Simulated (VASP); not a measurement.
C, 12 atoms in the cell. It takes space group P-3m1 (No. 164, trigonal). The conventional cell has a = 2.518 Å, b = 2.518 Å, c = 12.583 Å, α = 90.00°, β = 90.00°, γ = 120.00°. C (site symmetry 3m) has 4 C at 1.54 Å within 2.1 Å. C (site symmetry 3m) has 4 C at 1.54 Å within 2.1 Å. Within 2.1 Å of C (site symmetry 3m) lie 4 C at 1.54 Å. Within 2.1 Å of C (site symmetry 3m) lie 4 C at 1.54 Å. C (site symmetry 3m) has 4 C at 1.54 Å within 2.1 Å. C (site symmetry 3m) has 4 C at 1.54 to 1.79 Å within 2.1 Å.  This cell differs from its parent crystal: the distance across one plane changed.

```yaml
Program: VASP 6.6.1
Task: single point
Functional: r2SCAN
Potentials_or_basis: VASP PAW PBE potentials, release 64 (C_h)
Cutoff: 1430 eV
k_mesh: 10 × 10 × 2
Occupations: gaussian, width 0.05 eV
Spin: no spin polarisation
Dipole_correction: no
Further_INCAR_settings: ALGO = Normal; EDIFF = 1e-06; NBANDS = 36
```

Potentials or basis: VASP PAW PBE potentials, release 64 (C_h).

Run with:

```console
$ cat potpaw_PBE.64/C_h/POTCAR > POTCAR
$ cp INCAR.step1 INCAR
$ mpirun -np 1 vasp_std > vasp.out
$ cp INCAR.step2 INCAR
$ mpirun -np 1 vasp_std > vasp.out
```

Hardware: 1 thread of Intel(R) Xeon(R) Platinum 8488C (Sapphire Rapids), on a shared host.

Question: Estimate the wall time of this run.

Answer: Wall time 10 min on 1 thread of Intel(R) Xeon(R) Platinum 8488C (Sapphire Rapids), on a shared host, peak memory 0.52 GiB. Counts: k points 28.
